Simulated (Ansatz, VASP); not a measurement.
**One calculation of H, two programs**

The input INCAR:

```
ALGO = Normal
EDIFF = 1E-6
ENCUT = 520
ISIF = 2
ISMEAR = 0
LASPH = True
LCHARG = True
LELF = True
LREAL = False
LVHAR = True
LWAVE = False
NBANDS = 8
NELM = 100
PREC = Accurate
SIGMA = 0.05
```

The input KPOINTS:

```
k-points
0
Gamma
  10 10 10
```

The input POSCAR:

```
H
1.0
   -1.6915344700      1.7169074870      2.0584739900
    1.6915344700     -1.7169074870      2.0584739900
    1.6915344700      1.7169074870     -2.0584739900
H
2
Direct
    0.9098622900      0.9098622900      0.0000000000
    0.0901377100      0.0901377100      0.0000000000
```

Input for Ansatz:

```yaml
crystal:
  lattice:
    - [-1.69153447, 1.716907487, 2.05847399]
    - [1.69153447, -1.716907487, 2.05847399]
    - [1.69153447, 1.716907487, -2.05847399]
  atoms:
    - { symbol: H, position: [0.90986229, 0.90986229, 0.0] }
    - { symbol: H, position: [0.09013771, 0.09013771, 0.0] }
basis:
  ecutwfc: 420
kpoints:
  mp_grid: { grid: [10, 10, 10] }
hamiltonian:
  xc: lda
scf:
  occupations: { method: gaussian, width: 0.05 }
output:
  forces: true
  stress: true
  eigenvalues: true
```

Change from the starting cell: strain +0.0150 x Voigt [0, 1, 0, 0, 0, 0], atoms carried along.

Alike in both runs: task single point; functional LDA; k mesh 10 × 10 × 10; occupations gaussian, width 0.05 eV; no spin polarisation.

```csv
,VASP,Ansatz
version,VASP 6.6.1,Ansatz 0.2.0
potentials or method,"VASP PAW LDA potentials, release 64 (H), cutoff 520 eV","scalar-relativistic, plane waves, PAW"
valence electrons in the cell,2,2
```

Ansatz gave:

| Property | Result |
| --- | --- |
| gap on the k mesh at the Fermi level (eV) | 8.29 |
| least direct gap on the mesh (eV) | 9.16 |
| pressure (GPa) | 0.9 |
| traceless stress, the component that is largest in VASP (GPa) | 3.22 |
| rms of the force components (eV/Å) | 0.554 |

**Question.** Estimate VASP's values.

**Answer.** gap on the k mesh at the Fermi level (eV): 8.28; least direct gap on the mesh (eV): 9.16; pressure (GPa): 0.7; traceless stress, the component that is largest in VASP (GPa): 3.23; rms of the force components (eV/Å): 0.559.

LDA's correlation is that of Perdew and Zunger in VASP and of Perdew and Wang (1992) in Ansatz. Atom by atom the forces differ by 0.006 eV/Å (rms over components).
